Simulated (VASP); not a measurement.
# MoP (P-6m2) in VASP: further runs, part 2 of 2

VASP 6.6.1.

## (3) Relaxation of cell and atoms, r2SCAN

This run uses another cell than the first one, of 14.42 Å³/atom.

File POSCAR:

```
MoP
1.0
    3.2351427781      0.0000000000      0.0000000000
   -1.6175713891      2.8017158307      0.0000000000
    0.0000000000      0.0000000000      3.1814445020
Mo P
1 1
Direct
    0.0000000000      0.0000000000      0.0000000000
    0.3333333333      0.6666666667      0.5000000000
```

File INCAR.step1:

```
PREC = Accurate
ENCUT = 550
ISMEAR = -1
SIGMA = 0.15
LREAL = False
LASPH = True
NELM = 120
GGA = PE
ALGO = Normal
EDIFF = 1E-5
LWAVE = True
LCHARG = False
GGA_COMPAT = False
IBRION = 2
ISIF = 3
EDIFFG = -0.005
NELMIN = 4
NSW = 100
```

File INCAR.step2:

```
PREC = Accurate
ENCUT = 550
EDIFF = 1E-7
ISMEAR = -1
SIGMA = 0.15
LREAL = False
LASPH = True
NELM = 120
ALGO = Normal
ISIF = 3
LWAVE = False
LCHARG = False
METAGGA = R2SCAN
LMIXTAU = True
IBRION = 2
NSW = 80
EDIFFG = -0.001
ISTART = 1
GGA_COMPAT = False
NELMIN = 4
```

File KPOINTS:

```
Automatic mesh
0
Gamma
  15 15 14
```

Potentials or basis: VASP PAW PBE potentials, release 64 (Mo_sv, P).

Launch:

```
> cat potpaw_PBE.64/Mo_sv/POTCAR potpaw_PBE.64/P/POTCAR > POTCAR
> cp INCAR.step1 INCAR
> mpirun -np 1 vasp_std > vasp.out
> cp INCAR.step2 INCAR
> mpirun -np 1 vasp_std > vasp.out
```

OUTCAR:

```text
PREC = Accurate
   ENCUT = 550
   EDIFF = 1E-7
   ISMEAR = -1
   LREAL = False
   LASPH = True
   NELM = 120
   ISIF = 3
   METAGGA = R2SCAN
   IBRION = 2
   NSW = 80
   EDIFFG = -0.001
   ISTART = 1
   NELMIN = 4

 ion  position               nearest neighbor table
   1  0.000  0.000  0.000-   2 2.45   2 2.45   2 2.45   2 2.45   2 2.45   2 2.45
   2  0.333  0.667  0.500-   1 2.45   1 2.45   1 2.45   1 2.45   1 2.45   1 2.45

  LATTYP: Found a hexagonal cell.
 ALAT       =     3.2351427781
 C/A-ratio  =     0.9834015746

  Lattice vectors:

 A1 = (   3.2351427781,   0.0000000000,   0.0000000000)
 A2 = (  -1.6175713891,   2.8017158307,   0.0000000000)
 A3 = (   0.0000000000,   0.0000000000,   3.1814445020)

Analysis of symmetry for initial positions (statically):
=====================================================================
[... 377 lines left out ...]
      6       7.5779      2.00000
      7       8.2853      2.00000
      8       8.2853      2.00000
      9      11.0924      1.98425
     10      12.0709      0.31230
     11      12.0709      0.31230
     12      16.1249      0.00000
     13      16.1249      0.00000
[... 354 lines left out ...]
  band No.  band energies     occupation
      1     -51.3013      2.00000
      2     -24.8751      2.00000
      3     -24.7191      2.00000
      4     -24.7019      2.00000
      5       0.1866      2.00000
      6       4.6380      2.00000
      7       7.0662      2.00000
      8       7.8187      2.00000
      9      10.5990      1.99941
     10      10.9588      1.99351
     11      12.7733      0.00342
     12      13.5855      0.00002
     13      18.1384      0.00000

 [... further k-points ...]

------------------------ aborting loop because EDIFF is reached ----------------------------------------

  FORCE on cell =-STRESS in cart. coord.  units (eV):
  Direction    XX          YY          ZZ          XY          YZ          ZX
  --------------------------------------------------------------------------------------
  -------------------------------------------------------------------------------------
  Total        0.0014543      0.0014543     -0.0000548     -0.0000000     -0.0000000      0.0000000
  in kB        0.0806166      0.0806166     -0.0030393     -0.0000000     -0.0000000      0.0000000
  external PRESSURE =       0.0527313 kB  Pullay stress =       0.0000000 kB
[... 17 lines left out ...]
  FREE ENERGIE OF THE ION-ELECTRON SYSTEM (eV)
  ---------------------------------------------------
  free  energy   TOTEN  =       -36.4902050822 eV

  energy  without entropy=      -36.4334255853  energy(sigma->0) =      -36.46181533

 reached required accuracy - stopping structural energy minimisation
```

OUTCAR.step1:

```text
PREC = Accurate
   ENCUT = 550
   ISMEAR = -1
   LREAL = False
   LASPH = True
   NELM = 120
   GGA = PE
   EDIFF = 1E-5
   IBRION = 2
[... 746 lines left out ...]
  -------------------------------------------------------------------------------------
  Total        0.0051846      0.0051846      0.0046673     -0.0000000      0.0000000      0.0000000
  in kB        0.2853258      0.2853258      0.2568550     -0.0000000      0.0000000      0.0000000
  external PRESSURE =       0.2758356 kB  Pullay stress =       0.0000000 kB
[... 17 lines left out ...]
  FREE ENERGIE OF THE ION-ELECTRON SYSTEM (eV)
  ---------------------------------------------------
  free  energy   TOTEN  =       -17.6994527127 eV

  energy  without entropy=      -17.6379751986  energy(sigma->0) =      -17.66871396

 reached required accuracy - stopping structural energy minimisation
```

OSZICAR.step1:

```text
N       E                     dE             d eps       ncg     rms          rms(c)
DAV:   1     0.126850488690E+03    0.12685E+03   -0.10471E+04  5616   0.145E+03
DAV:   2    -0.152563087513E+02   -0.14211E+03   -0.13938E+03  6571   0.370E+02
DAV:   3    -0.186907860791E+02   -0.34345E+01   -0.33750E+01  7229   0.528E+01
[... 33 lines left out ...]
       N       E                     dE             d eps       ncg     rms          rms(c)
DAV:   1    -0.176994740779E+02   -0.25388E-04   -0.90023E-04  5649   0.332E-01    0.306E-02
DAV:   2    -0.176994568360E+02    0.17242E-04   -0.34611E-05  4523   0.603E-02    0.119E-02
DAV:   3    -0.176994528995E+02    0.39365E-05   -0.87130E-06  2908   0.272E-02    0.358E-03
DAV:   4    -0.176994527127E+02    0.18674E-06   -0.11552E-06  2813   0.108E-02
   5 F= -.17699453E+02 E0= -.17668714E+02  d E =-.394531E-05
```

Run time: 10 min. Hardware: 1 thread of Intel Xeon 6975P-C (Granite Rapids), shared host; peak memory 0.23 GiB.

Results:

```yaml
Free_energy: -36.4902 eV
Relaxed_volume: 14.45 Å³/atom
Relaxed_cell: a = 3.240 Å, b = 3.240 Å, c = 3.180 Å, α = 90.00°, β = 90.00°, γ = 120.00°
Space_group_after_relaxing_to_0.1_Å: P-6m2 (No. 187)
Energy_gained_by_relaxing: 0.1 meV/atom
Ionic_steps: 6
Pressure_after_relaxing: 0.0 GPa
Band_gap_on_the_k_mesh: zero (an odd number of electrons rules out a gap without spin polarisation)
```

The path:
```csv
step,energy change (eV),largest force (eV/Å),pressure (GPa),volume (Å³)
1,0.0000,0.0000,0.47,28.84
2,0.0001,0.0000,-0.88,29.01
3,-0.0001,0.0000,-0.09,28.91
4,-0.0001,0.0000,-0.06,28.91
5,-0.0002,0.0000,0.02,28.90
6,-0.0002,0.0000,0.01,28.90
```

Final structure:
```cif
data_structure
_symmetry_space_group_name_H-M 'P 1'
_symmetry_Int_Tables_number 1
_cell_length_a 3.2395
_cell_length_b 3.2395
_cell_length_c 3.1802
_cell_angle_alpha 90.000
_cell_angle_beta 90.000
_cell_angle_gamma 120.000
_cell_volume 28.90
loop_
_atom_site_label
_atom_site_type_symbol
_atom_site_fract_x
_atom_site_fract_y
_atom_site_fract_z
_atom_site_occupancy
Mo1 Mo 0.00000 0.00000 0.00000 1
P1 P 0.33333 0.66667 0.50000 1
```

Levels at points of the mesh, in eV from the Fermi level:
| k point | band 7 | band 8 | band 9 | band 10 | band 11 | band 12 | band 13 |
| --- | --- | --- | --- | --- | --- | --- | --- |
| (0.00, 0.00, 0.00) | -3.53 | -3.53 | -0.73 | 0.25 | 0.25 | 4.31 | 4.31 |
| (0.00, 0.00, 0.50) | -2.98 | -2.98 | -1.74 | -1.74 | 1.60 | 3.04 | 3.04 |

Caveat: the PAW data sets were made with another functional, which shifts forces and pressure a little.

## (4) Single point, r2SCAN

This run uses another cell than the first one, of 14.42 Å³/atom.

File POSCAR:

```
MoP
1.0
    3.2351427784      0.0000000000      0.0000000000
   -1.6175713892      2.8017158309      0.0000000000
    0.0000000000      0.0000000000      3.1814445013
Mo P
1 1
Direct
    0.0000000000      0.0000000000      0.0000000000
    0.3333333333      0.6666666667      0.5000000000
```

File INCAR.step1:

```
ALGO     = Normal         # electronic algorithm
EDIFF    = 1E-5           # SCF threshold, eV
ENCUT    = 550            # plane-wave cutoff, eV
GGA      = PE             # functional
GGA_COMPAT= F            
ISMEAR   = 0              # smearing method
LASPH    = T              # aspherical terms in the spheres
LCHARG   = F              # write CHGCAR
LREAL    = F              # projectors in reciprocal space
LWAVE    = T              # write WAVECAR
NBANDS   = 16             # bands
NELM     = 120            # most SCF steps
PREC     = Accurate       # precision mode
SIGMA    = 0.1            # smearing width, eV
```

File INCAR.step2:

```
ALGO     = Normal         # electronic algorithm
EDIFF    = 1E-6           # SCF threshold, eV
ENCUT    = 550            # plane-wave cutoff, eV
GGA_COMPAT= F            
ISIF     = 2              # what is computed and relaxed
ISMEAR   = 0              # smearing method
ISTART   = 1            
LASPH    = T              # aspherical terms in the spheres
LCHARG   = F              # write CHGCAR
LMIXTAU  = T            
LREAL    = F              # projectors in reciprocal space
LWAVE    = F              # write WAVECAR
METAGGA  = R2SCAN         # meta-GGA
NBANDS   = 16             # bands
NELM     = 120            # most SCF steps
PREC     = Accurate       # precision mode
SIGMA    = 0.1            # smearing width, eV
```

File KPOINTS:

```
k-points
0
Gamma
  15 15 14
```

Launch:

```
> cat potpaw_PBE.64/Mo_sv/POTCAR potpaw_PBE.64/P/POTCAR > POTCAR
> cp INCAR.step1 INCAR
> mpirun -np 1 vasp_std > vasp.out
> cp INCAR.step2 INCAR
> mpirun -np 1 vasp_std > vasp.out
```

It took 2.5 min on 1 thread of Intel Xeon 6975P-C (Granite Rapids), shared host; peak memory 0.23 GiB.

Results (log left out):

- Free energy: -36.4628 eV
- Pressure: 0.3 GPa
- Band gap on the k mesh: zero (an odd number of electrons rules out a gap without spin polarisation)

Levels at points of the mesh, in eV from the Fermi level:
| k point | band 8 | band 9 | band 10 | band 11 | band 12 | band 13 |
| --- | --- | --- | --- | --- | --- | --- |
| (0.00, 0.00, 0.00) | -3.50 | -0.72 | 0.28 | 0.28 | 4.35 | 4.35 |
| (0.00, 0.00, 0.50) | -2.94 | -1.71 | -1.71 | 1.62 | 3.08 | 3.08 |

Caveat: the PAW data sets were made with another functional, which shifts forces and pressure a little.

## (5) Single point, r2SCAN

This run uses another cell than the first one, of 14.44 Å³/atom.

File POSCAR:

```
MoP
1.0
    3.2382391389      0.0000000000      0.0000000000
   -1.6191195695      2.8043973578      0.0000000000
    0.0000000000      0.0000000000      3.1791841714
Mo P
1 1
Direct
    0.0000000000      0.0000000000      0.0000000000
    0.3333333333      0.6666666667      0.5000000000
```

File INCAR.step1:

```
SYSTEM = MoP
PREC     = Accurate       ! precision mode
ENCUT    = 550            ! plane-wave cutoff, eV
ISMEAR   = -1             ! smearing method
SIGMA    = 0.15           ! smearing width, eV
LREAL    = .False.        ! projectors in reciprocal space
LASPH    = .True.         ! aspherical terms in the spheres
NELM     = 120            ! most SCF steps
NBANDS   = 16             ! bands
GGA      = PE             ! functional
ALGO     = Normal         ! electronic algorithm
EDIFF    = 1E-5           ! SCF threshold, eV
LWAVE    = .True.         ! write WAVECAR
LCHARG   = .False.        ! write CHGCAR
GGA_COMPAT= .False.
```

File INCAR.step2:

```
SYSTEM = MoP
PREC     = Accurate       ! precision mode
ENCUT    = 550            ! plane-wave cutoff, eV
EDIFF    = 1E-6           ! SCF threshold, eV
ISMEAR   = -1             ! smearing method
SIGMA    = 0.15           ! smearing width, eV
LREAL    = .False.        ! projectors in reciprocal space
LASPH    = .True.         ! aspherical terms in the spheres
NELM     = 120            ! most SCF steps
ALGO     = Normal         ! electronic algorithm
ISIF     = 2              ! what is computed and relaxed
LWAVE    = .False.        ! write WAVECAR
LCHARG   = .True.         ! write CHGCAR
METAGGA  = R2SCAN         ! meta-GGA
LMIXTAU  = .True.       
LELF     = .True.         ! ELF
LVHAR    = .True.       
NBANDS   = 16             ! bands
ISTART   = 1            
GGA_COMPAT= .False.
```

File KPOINTS:

```
regular mesh
0
Gamma
  15 15 14
  0 0 0
```

Launch:

```
> cat potpaw_PBE.64/Mo_sv/POTCAR potpaw_PBE.64/P/POTCAR > POTCAR
> cp INCAR.step1 INCAR
> mpirun -np 1 vasp_std > vasp.out
> cp INCAR.step2 INCAR
> mpirun -np 1 vasp_std > vasp.out
```

It took 2.5 min on 1 thread of Intel Xeon 6975P-C (Granite Rapids), shared host; peak memory 0.24 GiB.

The run converged. Its results:

| Quantity | Value |
| --- | --- |
| Free energy | -36.4902 eV |
| Pressure | 0.3 GPa |
| Band gap on the k mesh | zero (an odd number of electrons rules out a gap without spin polarisation) |

Levels at points of the mesh, in eV from the Fermi level:
```tsv
k point	band 6	band 7	band 8	band 9	band 10	band 11	band 12	band 13	band 14	band 15
(0.00, 0.00, 0.00)	-4.25	-3.54	-3.54	-0.73	0.25	0.25	4.31	4.31	5.97	9.41
(0.00, 0.00, 0.50)	-8.24	-2.98	-2.98	-1.74	-1.74	1.61	3.04	3.04	8.49	9.14
```

Caveat: the PAW data sets were made with another functional, which shifts forces and pressure a little.

## (6) Relaxation of cell and atoms, r2SCAN

This run uses another cell than the first one, of 14.42 Å³/atom.

File POSCAR:

```
MoP
1.0
    3.2351427784      0.0000000000      0.0000000000
   -1.6175713892      2.8017158309      0.0000000000
    0.0000000000      0.0000000000      3.1814445013
Mo P
1 1
Direct
    0.0000000000      0.0000000000      0.0000000000
    0.3333333333      0.6666666667      0.5000000000
```

File INCAR.step1:

```
PREC = Accurate
ENCUT = 550
ISMEAR = -1
SIGMA = 0.15
LREAL = False
LASPH = True
NELM = 120
GGA = PE
ALGO = Normal
EDIFF = 1E-5
LWAVE = True
LCHARG = False
GGA_COMPAT = False
IBRION = 2
ISIF = 3
EDIFFG = -0.005
NELMIN = 4
NSW = 100
```

File INCAR.step2:

```
PREC = Accurate
ENCUT = 550
EDIFF = 1E-7
ISMEAR = -1
SIGMA = 0.15
LREAL = False
LASPH = True
NELM = 120
ALGO = Normal
ISIF = 3
LWAVE = False
LCHARG = False
METAGGA = R2SCAN
LMIXTAU = True
IBRION = 2
NSW = 80
EDIFFG = -0.001
ISTART = 1
GGA_COMPAT = False
NELMIN = 4
```

File KPOINTS:

```
Automatic mesh
0
Gamma
  15 15 14
```

Potentials or basis: VASP PAW PBE potentials, release 64 (Mo_sv, P).

Launch:

```
> cat potpaw_PBE.64/Mo_sv/POTCAR potpaw_PBE.64/P/POTCAR > POTCAR
> cp INCAR.step1 INCAR
> mpirun -np 1 vasp_std > vasp.out
> cp INCAR.step2 INCAR
> mpirun -np 1 vasp_std > vasp.out
```

It took 9.5 min on 1 thread of Intel Xeon 6975P-C (Granite Rapids), shared host; peak memory 0.23 GiB.

It converged, with:

* Free energy: -36.4902 eV
* Relaxed volume: 14.45 Å³/atom
* Relaxed cell: a = 3.240 Å, b = 3.240 Å, c = 3.180 Å, α = 90.00°, β = 90.00°, γ = 120.00°
* Space group after relaxing (to 0.1 Å): P-6m2 (No. 187)
* Energy gained by relaxing: 0.1 meV/atom
* Ionic steps: 6
* Pressure after relaxing: 0.0 GPa
* Band gap on the k mesh: zero (an odd number of electrons rules out a gap without spin polarisation)

The path:
```tsv
step	energy change (eV)	largest force (eV/Å)	pressure (GPa)	volume (Å³)
1	0.0000	0.0000	0.47	28.84
2	0.0001	0.0000	-0.88	29.01
3	-0.0001	0.0000	-0.09	28.91
4	-0.0001	0.0000	-0.06	28.91
5	-0.0002	0.0000	0.02	28.90
6	-0.0002	0.0000	0.01	28.90
```

Final structure:
```
Mo P
1.0
     3.23954    0.00000    0.00000
    -1.61977    2.80552    0.00000
     0.00000    0.00000    3.18021
Mo P
1 1
Cartesian
  0.0000 0.0000 0.0000
  0.0000 1.8703 1.5901
```

Levels at points of the mesh, in eV from the Fermi level:
```
           k point  band 8  band 9  band 10  band 11  band 12  band 13
(0.00, 0.00, 0.00)   -3.53   -0.73     0.25     0.25     4.31     4.31
(0.00, 0.00, 0.50)   -2.98   -1.74    -1.74     1.60     3.04     3.04
```

Caveat: the PAW data sets were made with another functional, which shifts forces and pressure a little.

## (7) Overview

| task | cell | smearing | gap on the mesh (eV) | pressure (GPa) | relaxed volume (Å³/atom) |
| --- | --- | --- | --- | --- | --- |
| relaxation of cell and atoms | relaxed from a = 3.223, b = 3.223, c = 3.191 Å, angles 90.0, 90.0, 120.0°, 2 atoms | gaussian 0.1 eV | none | 0.0 | 14.44 |
| relaxation of cell and atoms | relaxed from a = 3.235, b = 3.235, c = 3.181 Å, angles 90.0, 90.0, 120.0°, 2 atoms | fermi-dirac 0.15 eV | none | 0.0 | 14.45 |
| single point | a = 3.235, b = 3.235, c = 3.181 Å, angles 90.0, 90.0, 120.0°, 2 atoms | gaussian 0.1 eV | none | 0.3 | - |
| single point | a = 3.238, b = 3.238, c = 3.179 Å, angles 90.0, 90.0, 120.0°, 2 atoms | fermi-dirac 0.15 eV | none | 0.3 | - |

Alike in all rows: level r2SCAN; potentials or basis VASP PAW PBE potentials, release 64 (Mo_sv, P); no spin polarisation; k mesh 15 × 15 × 14; cutoff (eV) 550.

Caveats: the PAW data sets were made with another functional, which shifts forces and pressure a little.

Total energies depend on the potentials used, so only differences within one code and one set of settings carry meaning.
